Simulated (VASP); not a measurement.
# CaF2 (Fluorite) (Fm-3m) in VASP: a series of runs

Runs on CaF2 (Fluorite). Level: PBE. Tasks: single point.

Everything below comes from runs of VASP 6.6.1. Logs are shortened: lines on timing, memory, paths and dates and some standing lists are left out, and cuts for length are marked.

## 1. The cell of the first run

The structure is cubic, space group Fm-3m (No. 225). The conventional cell has a = 5.369 Å, b = 5.369 Å, c = 5.369 Å, α = 90.00°, β = 90.00°, γ = 90.00°. Within 3.1 Å of Ca (site symmetry m-3m) lie 8 F at 2.33 Å. F (site symmetry -43m) has 4 Ca at 2.33 Å and 6 F at 2.68 Å within 3.1 Å.

## 2. Single point, PBE

File INCAR:

```
PREC = Accurate
ENCUT = 600
EDIFF = 1E-6
ISMEAR = 0
SIGMA = 0.01
LREAL = F
LASPH = T
NELM = 120
ALGO = Normal
ISIF = 2
LWAVE = F
LCHARG = F
GGA = PE
NBANDS = 19
GGA_COMPAT = F
```

File KPOINTS:

```
Automatic mesh
0
Gamma
  5 5 5
```

File POSCAR:

```
CaF2
1.0
    0.0000000000      2.6847029205      2.6847029205
    2.6847029205      0.0000000000      2.6847029205
    2.6847029205      2.6847029205      0.0000000000
Ca F
1 2
Direct
    0.0000000000      0.0000000000      0.0000000000
    0.2500000000      0.2500000000      0.2500000000
    0.7500000000      0.7500000000      0.7500000000
```

Potentials or basis: VASP PAW PBE potentials, release 64 (Ca_sv, F).

Run with:

```
$ cat potpaw_PBE.64/Ca_sv/POTCAR potpaw_PBE.64/F/POTCAR > POTCAR
$ mpirun -np 1 vasp_std > vasp.out
```

OUTCAR:

```text
PREC = Accurate
   ENCUT = 600
   EDIFF = 1E-6
   ISMEAR = 0
   LREAL = F
   LASPH = T
   NELM = 120
   ISIF = 2
   GGA = PE

 ion  position               nearest neighbor table
   1  0.000  0.000  0.000-   3 2.33   3 2.33   3 2.33   2 2.33   3 2.33   2 2.33   2 2.33   2 2.33

   2  0.250  0.250  0.250-   1 2.33   1 2.33   1 2.33   1 2.33
   3  0.750  0.750  0.750-   1 2.33   1 2.33   1 2.33   1 2.33

  LATTYP: Found a face centered cubic cell.
 ALAT       =     5.3694058410

  Lattice vectors:

 A1 = (   0.0000000000,   2.6847029205,   2.6847029205)
 A2 = (   2.6847029205,   0.0000000000,   2.6847029205)
 A3 = (   2.6847029205,   2.6847029205,   0.0000000000)

Analysis of symmetry for initial positions (statically):
=====================================================================
 Subroutine PRICEL returns:
 Original cell was already a primitive cell.

 Routine SETGRP: Setting up the symmetry group for a
 face centered cubic supercell.

 Subroutine GETGRP returns: Found 48 space group operations
 (whereof 48 operations were pure point group operations)
 out of a pool of 48 trial point group operations.

The static configuration has the point symmetry O_h .

Analysis of symmetry for dynamics (positions and initial velocities):
=====================================================================
 Subroutine PRICEL returns:
 Original cell was already a primitive cell.

 Routine SETGRP: Setting up the symmetry group for a
 face centered cubic supercell.

 Subroutine GETGRP returns: Found 48 space group operations
 (whereof 48 operations were pure point group operations)
 out of a pool of 48 trial point group operations.

The dynamic configuration has the point symmetry O_h .

 Subroutine INISYM returns: Found 48 space group operations
 (whereof 48 operations are pure point group operations),
 and found     1 'primitive' translations

----------------------------------------------------------------------------------------

                                     Primitive cell

  volume of cell :      38.7007

  direct lattice vectors                    reciprocal lattice vectors
     0.000000000  2.684702920  2.684702920    -0.186240346  0.186240346  0.186240346
     2.684702920  0.000000000  2.684702920     0.186240346 -0.186240346  0.186240346
     2.684702920  2.684702920  0.000000000     0.186240346  0.186240346 -0.186240346

  length of vectors
     3.796743281  3.796743281  3.796743281     0.322577741  0.322577741  0.322577741

  position of ions in fractional coordinates (direct lattice)
     0.000000000  0.000000000  0.000000000
     0.250000000  0.250000000  0.250000000
     0.750000000  0.750000000  0.750000000

  ion indices of the primitive-cell ions
   primitive index   ion index
                 1           1
                 2           2
                 3           3

----------------------------------------------------------------------------------------

 KPOINTS: Automatic mesh

Automatic generation of k-mesh.
 Grid dimensions read from file:
 generate k-points for:    5    5    5

 Generating k-lattice:

  Cartesian coordinates                     Fractional coordinates (reciprocal lattice)
    -0.037248069  0.037248069  0.037248069     0.200000000  0.000000000  0.000000000
     0.037248069 -0.037248069  0.037248069     0.000000000  0.200000000  0.000000000
     0.037248069  0.037248069 -0.037248069     0.000000000  0.000000000  0.200000000

  Length of vectors
     0.064515548  0.064515548  0.064515548

  Shift w.r.t. Gamma in fractional coordinates (k-lattice)
     0.000000000  0.000000000  0.000000000

 Subroutine IBZKPT returns following result:
 ===========================================

 Found     10 irreducible k-points:

 Following reciprocal coordinates:
            Coordinates               Weight
  0.000000  0.000000  0.000000      1.000000
  0.200000  0.000000  0.000000      8.000000
  0.400000  0.000000  0.000000      8.000000
  0.200000  0.200000  0.000000      6.000000
  0.400000  0.200000  0.000000     24.000000
 -0.400000  0.200000  0.000000     24.000000
 -0.200000  0.200000  0.000000     12.000000
  0.400000  0.400000  0.000000      6.000000
 -0.400000  0.400000  0.000000     12.000000
 -0.400000  0.400000  0.200000     24.000000
   k-points           NKPTS =     10   k-points in BZ     NKDIM =     10   number of bands    NBANDS=     19
   number of dos      NEDOS =    301   number of ions     NIONS =      3
   total plane-waves  NPLWV =  27000
   dimension x,y,z NGX =    30 NGY =   30 NGZ =   30
   dimension x,y,z NGXF=    60 NGYF=   60 NGZF=   60
   ions per type =               1   2
   NGX,Y,Z   is equivalent  to a cutoff of  13.14, 13.14, 13.14 a.u.
   NGXF,Y,Z  is equivalent  to a cutoff of  26.27, 26.27, 26.27 a.u.
 SYSTEM =  unknown system
   PREC   = accura    normal or accurate (medium, high low for compatibility)
   ISTART =      0    job   : 0-new  1-cont  2-samecut
   ICHARG =      2    charge: 1-file 2-atom 10-const
   ISPIN  =      1    spin polarized calculation?
   LNONCOLLINEAR =      F non collinear calculations
   LSORBIT =      F    spin-orbit coupling
   LASPH  =      T    aspherical Exc in radial PAW
   ENCUT  =  600.0 eV  44.10 Ry    6.64 a.u.   7.58  7.58  7.58*2*pi/ulx,y,z
   NELM   =    120;   NELMIN=  2; NELMDL= -5     # of ELM steps
   EDIFF  = 0.1E-05   stopping-criterion for ELM
   LREAL  =      F    real-space projection
   EDIFFG = 0.1E-04   stopping-criterion for IOM
   NSW    =      0    number of steps for IOM
   IBRION =     -1    ionic relax: 0-MD 1-quasi-New 2-CG
   NFREE  =      0    steps in history (QN), initial steepest desc. (CG)
   ISIF   =      2    stress and relaxation
   ISYM   =      2    0-nonsym 1-usesym 2-fastsym
   POTIM  = 0.5000    time-step for ionic-motion
   TEBEG  =    0.0;   TEEND  =   0.0 temperature during run
   PSTRESS=    0.0 pullay stress
   NELECT =      24.0000    total number of electrons
   NUPDOWN=      -1.0000    fix difference up-down
   EMIN   =  10.00;   EMAX   =-10.00  energy-range for DOS
   EFERMI =   0.00;   METHOD = LEGACY
   ISMEAR =     0;   SIGMA  =   0.01  broadening in eV -4-tet -1-fermi 0-gaus
   EFERMI_NEDOS =   21; number of points for ismear=-14 and -15
   IALGO  =     38    algorithm
   IMIX   =      4    mixing-type and parameters
     AMIX     =   0.40;   BMIX     =  1.00
     AMIX_MAG =   1.60;   BMIX_MAG =  1.00
  volume/ion in A,a.u.               =      12.90        87.06
  Fermi-wavevector in a.u.,A,eV,Ry     =   1.396065  2.638181 26.517725  1.948998
  Thomas-Fermi vector in A             =   2.519456
   LORBIT       =      0    0 simple, 1 ext, 2 COOP (PROOUT), +10 PAW based schemes
   GGA     = PE    functional components
   LHFCALC =     F    Hartree Fock is set to
   AEXX    =    0.0000 exact exchange contribution
   IVDW    =     0    specifies the selected vdW correction
   LEPSILON=     F    determine dielectric tensor
   LRPA    =     F    only Hartree local field effects (RPA)
 non-spin polarized calculation
 Gauss-broadening in eV      SIGMA  =   0.01
  energy-cutoff  :      600.00
  volume of cell :       38.70
 maximum number of plane-waves:      1307
 NGX is ok and might be reduce to    30
   NGX = 15   NGY = 15   NGZ = 15

 number of electron      23.9999985 magnetization

 Free energy of the ion-electron system (eV)
  ---------------------------------------------------
  ext. energy  EPLUGINS =         0.00000000
  ---------------------------------------------------
  free energy    TOTEN  =       -17.26671309 eV

  energy without entropy =      -17.26671309  energy(sigma->0) =      -17.26671309

 E-fermi :  -0.6765     XC(G=0):  -9.8889

 val. band max:       -0.7555961067   @ k =  -0.4000   0.4000   0.0000
 cond. band min:       6.9016881318   @ k =   0.0000   0.0000   0.0000
 fundamental gap:      7.6572842385
 Fermi energy:        -0.6764825930

 k-point     1 :       0.0000    0.0000    0.0000
  band No.  band energies     occupation
      1     -36.4693      2.00000
      2     -20.7519      2.00000
      3     -19.9000      2.00000
      4     -17.4072      2.00000
      5     -17.4072      2.00000
      6     -17.4072      2.00000
[... 11 lines left out ...]
     18      10.9500      0.00000
     19      16.6949      0.00000

 k-point     2 :       0.2000    0.0000    0.0000
  band No.  band energies     occupation
      1     -36.4540      2.00000
      2     -20.8440      2.00000
      3     -20.0200      2.00000
      4     -17.4254      2.00000
      5     -17.4254      2.00000
      6     -17.2275      2.00000
[... 11 lines left out ...]
     18      10.8417      0.00000
     19      15.2265      0.00000

 k-point     3 :       0.4000    0.0000    0.0000
  band No.  band energies     occupation
      1     -36.4290      2.00000
      2     -20.9007      2.00000
      3     -20.3119      2.00000
      4     -17.4544      2.00000
      5     -17.4544      2.00000
      6     -16.9173      2.00000
[... 11 lines left out ...]
     18      10.6692      0.00000
     19      13.7468      0.00000

 k-point     4 :       0.2000    0.2000    0.0000
  band No.  band energies     occupation
      1     -36.4489      2.00000
      2     -20.8944      2.00000
      3     -20.0227      2.00000
      4     -17.4526      2.00000
      5     -17.4526      2.00000
      6     -17.1419      2.00000
[... 11 lines left out ...]
     18      10.7765      0.00000
     19      16.2082      0.00000

 k-point     5 :       0.4000    0.2000    0.0000
  band No.  band energies     occupation
      1     -36.4271      2.00000
      2     -20.9474      2.00000
      3     -20.2763      2.00000
      4     -17.4844      2.00000
      5     -17.3862      2.00000
      6     -16.9519      2.00000
[... 11 lines left out ...]
     18      11.1366      0.00000
     19      14.8030      0.00000

 k-point     6 :      -0.4000    0.2000    0.0000
  band No.  band energies     occupation
      1     -36.4187      2.00000
      2     -20.8215      2.00000
      3     -20.5508      2.00000
      4     -17.4771      2.00000
      5     -17.2657      2.00000
      6     -16.9584      2.00000
[... 11 lines left out ...]
     18      11.9952      0.00000
     19      14.1096      0.00000

 k-point     7 :      -0.2000    0.2000    0.0000
  band No.  band energies     occupation
      1     -36.4354      2.00000
      2     -20.8891      2.00000
      3     -20.2439      2.00000
      4     -17.4408      2.00000
      5     -17.3369      2.00000
      6     -17.1053      2.00000
[... 11 lines left out ...]
     18      11.0310      0.00000
     19      14.9660      0.00000

 k-point     8 :       0.4000    0.4000    0.0000
  band No.  band energies     occupation
      1     -36.4157      2.00000
      2     -21.0917      2.00000
      3     -20.2125      2.00000
      4     -17.5252      2.00000
      5     -17.5252      2.00000
      6     -16.7305      2.00000
[... 11 lines left out ...]
     18      11.6248      0.00000
     19      16.3005      0.00000

 k-point     9 :      -0.4000    0.4000    0.0000
  band No.  band energies     occupation
      1     -36.4105      2.00000
      2     -20.9899      2.00000
      3     -20.4405      2.00000
      4     -17.5208      2.00000
      5     -17.3615      2.00000
      6     -16.7875      2.00000
[... 11 lines left out ...]
     18      14.1210      0.00000
     19      14.1387      0.00000

 k-point    10 :      -0.4000    0.4000    0.2000
  band No.  band energies     occupation
      1     -36.4136      2.00000
      2     -20.8713      2.00000
      3     -20.5548      2.00000
      4     -17.5211      2.00000
      5     -17.1963      2.00000
      6     -16.9466      2.00000
[... 11 lines left out ...]
     18      12.8534      0.00000
     19      15.1708      0.00000

------------------------ aborting loop because EDIFF is reached ----------------------------------------

  FORCE on cell =-STRESS in cart. coord.  units (eV):
  Direction    XX          YY          ZZ          XY          YZ          ZX
  --------------------------------------------------------------------------------------
  -------------------------------------------------------------------------------------
  Total        1.8221493      1.8221493      1.8221493      0.0000000     -0.0000000      0.0000000
  in kB       75.4355127     75.4355127     75.4355127      0.0000000     -0.0000000      0.0000000
  external PRESSURE =      75.4355127 kB  Pullay stress =       0.0000000 kB

 VOLUME and BASIS-vectors are now :
 -----------------------------------------------------------------------------
  energy-cutoff  :      600.00
  volume of cell :       38.70
      direct lattice vectors                 reciprocal lattice vectors
     0.000000000  2.684702920  2.684702920    -0.186240346  0.186240346  0.186240346
     2.684702920  0.000000000  2.684702920     0.186240346 -0.186240346  0.186240346
     2.684702920  2.684702920  0.000000000     0.186240346  0.186240346 -0.186240346

 POSITION                                       TOTAL-FORCE (eV/Angst)
 -----------------------------------------------------------------------------------
      0.00000      0.00000      0.00000        -0.000000     -0.000000     -0.000000
      1.34235      1.34235      1.34235         0.000000     -0.000000      0.000000
      4.02705      4.02705      4.02705         0.000000      0.000000     -0.000000
 -----------------------------------------------------------------------------------
    total drift:                                0.000000     -0.000000      0.000000

  FREE ENERGIE OF THE ION-ELECTRON SYSTEM (eV)
  ---------------------------------------------------
  free  energy   TOTEN  =       -17.2667130945 eV

  energy  without entropy=      -17.2667130945  energy(sigma->0) =      -17.26671309
```

It took 7.4 s on 1 thread of Intel Xeon Platinum 8559C (Emerald Rapids), shared host; peak memory 0.17 GiB.

What came out:

```yaml
Free_energy: -17.2667 eV
Pressure: 7.5 GPa
Band_gap_on_the_k_mesh: 7.66 eV, indirect (least direct gap 7.85 eV)
```

Levels at points of the mesh, in eV from the valence-band top:
```tsv
k point	band 10	band 11	band 12	band 13	band 14	band 15
(0.00, 0.00, 0.00)	-0.20	-0.20	-0.20	7.66	9.43	9.43
```

A k mesh can miss the band edges.

(Continued in part 2 of 2.)
